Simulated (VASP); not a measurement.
**Ag: single point with PBEsol+D3(BJ)**

The system is Ag.

```
Ag
1.0
    -1.58879    1.58879    1.58879
     1.58879   -1.58879    1.58879
     1.58879    1.58879   -1.58879
Ag
1
Cartesian
  0.0000 0.0000 0.0000
```

```
Program             : VASP 6.6.1
Task                : single point
Functional          : PBEsol
Dispersion          : D3(BJ)
Potentials or basis : VASP PAW PBE potentials, release 64 (Ag)
Cutoff              : 520 eV
k mesh              : 11 × 11 × 11
Occupations         : fermi-dirac, width 0.05 eV
Spin                : no spin polarisation
```

```json
{
  "Pressure": "-0.3 GPa",
  "Dispersion energy per atom": "-0.581 eV"
}
```

Levels at points of the mesh, in eV from the Fermi level:
```
           k point  band 2  band 3  band 4  band 5  band 6  band 7  band 8  band 9  band 10  band 11
(0.00, 0.00, 0.00)   -5.10   -5.10   -5.10   -3.61   -3.61   18.17   18.17   18.17    25.14    25.14
```

It took 4.9 s on 1 thread of Intel Xeon 6975P-C, with other jobs on the host, peak memory 0.14 GiB.

Caveat: the PAW data sets were made with another functional, which shifts forces and pressure a little; pairwise dispersion overbinds metals, which lowers pressure and volume.
